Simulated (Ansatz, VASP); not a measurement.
## Two plane-wave programs on SrTe

```
CELL_PARAMETERS angstrom
0.00000 3.08431 3.08431
3.08431 0.00000 3.08431
3.08431 3.08431 0.00000
ATOMIC_POSITIONS crystal
Sr 0.50000 0.50000 0.50000
Te 0.00000 0.00000 0.00000
```

Alike in both runs: task relaxation of cell and atoms; functional PBEsol; k mesh 6 × 6 × 6; occupations gaussian, width 0.1 eV; no spin polarisation.

|  | VASP | Ansatz |
| --- | --- | --- |
| version | VASP 6.6.1 | Ansatz 0.2.0 |
| potentials or method | VASP PAW PBE potentials, release 64 (Sr_sv, Te), cutoff 500 eV | scalar-relativistic, plane waves, PAW |
| valence electrons in the cell | 16 | 26 |

|  | VASP | Ansatz | Ansatz less VASP |
| --- | --- | --- | --- |
| gap on the k mesh at the Fermi level, each at its own relaxed structure (eV) | 1.54 | 1.56 | +0.021 |
| relaxed volume (Å³/atom) | 36.09 | 35.99 | -0.101 |
| relaxed cell length with the largest relative difference (Å) | 4.674 | 4.669 | -0.0044 |

VASP's potentials were made for PBE, not for PBEsol. VASP's potentials hold 16 valence electrons a cell and Ansatz's 26, so a difference there can come from the potentials and not from the codes.

Neither program's run includes spin-orbit coupling. Noted on VASP's run: the volume moved by over 15 % at a fixed basis, so the end points are rough.
